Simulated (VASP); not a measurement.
## Sn3Se: relaxation of cell and atoms with PBE

Sn3Se:

```
CELL_PARAMETERS angstrom
0.00000 3.73314 3.73314
3.73314 0.00000 3.73314
3.73314 3.73314 0.00000
ATOMIC_POSITIONS crystal
Sn 0.25000 0.25000 0.25000
Sn 0.75000 0.75000 0.75000
Sn 0.50000 0.50000 0.50000
Se 0.00000 0.00000 0.00000
```

```json
{"Program": "VASP 6.6.1", "Task": "relaxation of cell and atoms", "Functional": "PBE", "Potentials or basis": "VASP PAW PBE potentials, release 64 (Sn_d, Se)", "Cutoff": "600 eV", "k mesh": "10 × 10 × 10", "Occupations": "gaussian, width 0.1 eV", "Spin": "no spin polarisation", "Dipole correction": "no", "Further INCAR settings": "ALGO = Normal; EDIFF = 1e-07; IBRION = 2; EDIFFG = -0.005; NSW = 100; ISIF = 3"}
```

| Quantity | Value |
| --- | --- |
| Relaxed volume | 25.93 Å³/atom |
| Relaxed cell | a = 5.274 Å, b = 5.274 Å, c = 5.274 Å, α = 60.00°, β = 60.00°, γ = 60.00° |
| Space group after relaxing (to 0.1 Å) | Fm-3m (No. 225) |
| Energy gained by relaxing | 0.0 meV/atom |
| Ionic steps | 3 |
| Pressure after relaxing | 0.0 GPa |

Step by step:
```tsv
step	energy change (eV)	largest force (eV/Å)	pressure (GPa)	volume (Å³)
1	0.0000	0.0000	-0.17	104.05
2	-0.0002	0.0000	0.03	103.65
3	-0.0002	0.0000	0.00	103.71
```

Final structure:
```yaml
crystal:
  lattice:
    - [0.00000, 3.72905, 3.72905]
    - [3.72905, 0.00000, 3.72905]
    - [3.72905, 3.72905, 0.00000]
  atoms:
    - { symbol: Sn, position: [0.25000, 0.25000, 0.25000] }
    - { symbol: Sn, position: [0.75000, 0.75000, 0.75000] }
    - { symbol: Sn, position: [0.50000, 0.50000, 0.50000] }
    - { symbol: Se, position: [0.00000, 0.00000, 0.00000] }
```

Levels at points of the mesh, in eV from the Fermi level:
| k point | band 20 | band 21 | band 22 | band 23 | band 24 | band 25 | band 26 | band 27 | band 28 |
| --- | --- | --- | --- | --- | --- | --- | --- | --- | --- |
| (0.00, 0.00, 0.00) | -2.89 | -2.89 | -2.88 | -1.31 | -1.31 | -1.31 | -0.57 | -0.57 | -0.57 |
| (0.50, 0.00, 0.00) | -3.39 | -3.39 | -2.17 | -2.17 | -0.88 | 0.35 | 2.09 | 2.09 | 3.51 |
| (0.50, 0.50, 0.00) | -4.83 | -4.83 | -0.35 | 0.44 | 0.44 | 0.98 | 2.74 | 2.74 | 3.25 |

It took 3.9 min on 1 thread of AMD EPYC 9R45 96-Core Processor (Zen 5) (shared host), peak memory 0.33 GiB.

Caveat: the highest band is partly filled, so the run has too few bands; spin-orbit coupling is left out, which moves the levels of the heavy elements.
